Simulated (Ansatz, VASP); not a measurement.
SiO2 in VASP and in Ansatz

File POSCAR:

```
SiO2
1.0
    0.0000000000      3.7253620000      3.7253620000
    3.7253620000      0.0000000000      3.7253620000
    3.7253620000      3.7253620000      0.0000000000
Si O
2 4
Direct
    0.5000000000      0.5000000000      0.5000000000
    0.7500000000      0.7500000000      0.7500000000
    0.6250000000      0.6250000000      0.6250000000
    0.1250000000      0.6250000000      0.6250000000
    0.6250000000      0.6250000000      0.1250000000
    0.6250000000      0.1250000000      0.6250000000
```

File INCAR.step1:

```
SYSTEM = SiO2
ALGO     = Normal         ! electronic algorithm
EDIFF    = 1E-4           ! SCF threshold, eV
ENCUT    = 520            ! plane-wave cutoff, eV
GGA      = PE             ! functional
ISMEAR   = 0              ! smearing method
LASPH    = .TRUE.         ! aspherical terms in the spheres
LCHARG   = .FALSE.        ! write CHGCAR
LREAL    = .FALSE.        ! projectors in reciprocal space
LWAVE    = .TRUE.         ! write WAVECAR
NBANDS   = 25             ! bands
NELM     = 60             ! most SCF steps
PREC     = Accurate       ! precision mode
SIGMA    = 0.02           ! smearing width, eV
```

File INCAR.step2:

```
SYSTEM = SiO2
ALGO     = Normal         ! electronic algorithm
EDIFF    = 1E-6           ! SCF threshold, eV
ENCUT    = 520            ! plane-wave cutoff, eV
ISIF     = 2              ! what is computed and relaxed
ISMEAR   = 0              ! smearing method
ISTART   = 1            
LASPH    = .TRUE.         ! aspherical terms in the spheres
LCHARG   = .FALSE.        ! write CHGCAR
LMIXTAU  = .TRUE.       
LREAL    = .FALSE.        ! projectors in reciprocal space
LWAVE    = .FALSE.        ! write WAVECAR
METAGGA  = R2SCAN         ! meta-GGA
NBANDS   = 25             ! bands
NELM     = 60             ! most SCF steps
PREC     = Accurate       ! precision mode
SIGMA    = 0.02           ! smearing width, eV
```

File KPOINTS:

```
k-points
0
G
  6 6 6
  0 0 0
```

Input for Ansatz:

```yaml
crystal:
  lattice:
    - [0.0, 3.725362, 3.725362]
    - [3.725362, 0.0, 3.725362]
    - [3.725362, 3.725362, 0.0]
  atoms:
    - { symbol: Si, position: [0.5, 0.5, 0.5] }
    - { symbol: Si, position: [0.75, 0.75, 0.75] }
    - { symbol: O, position: [0.625, 0.625, 0.625] }
    - { symbol: O, position: [0.125, 0.625, 0.625] }
    - { symbol: O, position: [0.625, 0.625, 0.125] }
    - { symbol: O, position: [0.625, 0.125, 0.625] }
basis:
  ecutwfc: 500
kpoints:
  mp_grid: { grid: [6, 6, 6] }
hamiltonian:
  xc: r2scan
scf:
  occupations: { method: gaussian, width: 0.02 }
output:
  forces: true
  stress: true
  eigenvalues: true
  populations: true
```

Alike in both runs: task single point; functional r2SCAN; k mesh 6 × 6 × 6; occupations gaussian, width 0.02 eV; no spin polarisation.

|  | VASP | Ansatz |
| --- | --- | --- |
| version | VASP 6.6.1 | Ansatz 0.2.0 |
| potentials or method | VASP PAW PBE potentials, release 64 (Si, O), cutoff 520 eV | scalar-relativistic, plane waves, PAW |
| valence electrons in the cell | 32 | 32 |

VASP gave:

```
gap on the k mesh at the Fermi level (eV) : 5.99
least direct gap on the mesh (eV)         : 6.00
pressure (GPa)                            : -2.9
```

What did Ansatz give for the same quantities?

gap on the k mesh at the Fermi level (eV): 6.00; least direct gap on the mesh (eV): 6.00; pressure (GPa): -3.0.

VASP's potentials were made for PBE, not for r2SCAN. The functional is the same, so the differences come from potentials, cutoffs and numerics.
